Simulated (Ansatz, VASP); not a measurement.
One calculation of Cr, two programs

File POSCAR:

```
Cr
1.0
    0.0000000000      2.6985143257      2.6985143257
    2.6985143257      0.0000000000      2.6985143257
    2.6985143257      2.6985143257      0.0000000000
Cr
2
Direct
    0.1250000000      0.1250000000      0.1250000000
    0.8750000000      0.8750000000      0.8750000000
```

File INCAR.step1:

```
PREC     = Accurate       # precision mode
ENCUT    = 520            # plane-wave cutoff, eV
EDIFF    = 1E-5           # SCF threshold, eV
ISMEAR   = -1             # smearing method
SIGMA    = 0.1            # smearing width, eV
LREAL    = F              # projectors in reciprocal space
LASPH    = T              # aspherical terms in the spheres
NELM     = 150            # most SCF steps
ALGO     = Normal         # electronic algorithm
ISIF     = 2              # what is computed and relaxed
LWAVE    = T              # write WAVECAR
LCHARG   = F              # write CHGCAR
ISPIN    = 2              # spin polarisation
MAGMOM   = 2.598 -2.598   # initial moments
LORBIT   = 11             # projections on sites
LMAXMIX  = 4              # l up to which the mixer works
NBANDS   = 23             # bands
GGA      = PE             # functional
KPAR     = 4
```

Contents of INCAR.step2:

```
PREC     = Accurate       # precision mode
ENCUT    = 520            # plane-wave cutoff, eV
EDIFF    = 1E-7           # SCF threshold, eV
ISMEAR   = -1             # smearing method
SIGMA    = 0.1            # smearing width, eV
LREAL    = F              # projectors in reciprocal space
LASPH    = T              # aspherical terms in the spheres
NELM     = 150            # most SCF steps
ALGO     = Normal         # electronic algorithm
ISIF     = 2              # what is computed and relaxed
LWAVE    = F              # write WAVECAR
LCHARG   = F              # write CHGCAR
ISPIN    = 2              # spin polarisation
MAGMOM   = 2.598 -2.598   # initial moments
LORBIT   = 11             # projections on sites
LMAXMIX  = 4              # l up to which the mixer works
GGA      = PE             # functional
LHFCALC  = T              # exact exchange
HFSCREEN = 0.2079         # screening, 1/A
PRECFOCK = Normal       
NBANDS   = 23             # bands
ISTART   = 1            
KPAR     = 4
```

The input KPOINTS:

```
regular mesh
0
Gamma
  5 5 5
```

Input for Ansatz:

```yaml
crystal:
  lattice:
    - [0.0, 2.6985143257, 2.6985143257]
    - [2.6985143257, 0.0, 2.6985143257]
    - [2.6985143257, 2.6985143257, 0.0]
  atoms:
    - { symbol: Cr, position: [0.125, 0.125, 0.125], spin: 2.598 }
    - { symbol: Cr, position: [0.875, 0.875, 0.875], spin: -2.598 }
hamiltonian:
  xc: hse06
  pseudopotentials:
    kind: paw
    azcp:
      Cr: "pseudopotentials/Cr.paw.azcp"
basis:
  ecutwfc: 420
  fft_grid_basis: typed
kpoints:
  mp_grid: { grid: [5, 5, 5], shift: [0, 0, 0] }
magnetization:
  spin_polarized: true
scf:
  occupations: { method: fermi_dirac, width: 0.1 }
```

Alike in both runs: task single point; functional HSE06; k mesh 5 × 5 × 5; occupations fermi-dirac, width 0.1 eV; collinear spin.

|  | VASP | Ansatz |
| --- | --- | --- |
| version | VASP 6.6.1 | Ansatz 0.2.0 |
| potentials or method | VASP PAW PBE potentials, release 64 (Cr_pv), cutoff 520 eV | plane waves (420 eV) with PAW, scalar-relativistic |
| valence electrons in the cell | 24 | 28 |

|  | VASP | Ansatz | Ansatz less VASP |
| --- | --- | --- | --- |
| net moment per atom (μB) | 0.00 | 0.00 | 0.000 |
| size of the moment on the site where the two differ most (μB) | 3.73 | 3.42 | -0.313 |

Site moments also hang on the region over which each program counts them. The functional is the same, so the differences come from potentials, cutoffs and numerics. VASP's potentials hold 24 valence electrons a cell and Ansatz's 28, so a difference there can come from the potentials and not from the codes. Ansatz's warnings: filled band counts differ across k points, stability check not made.

The k mesh is coarse, so the values compare programs but aren't converged.
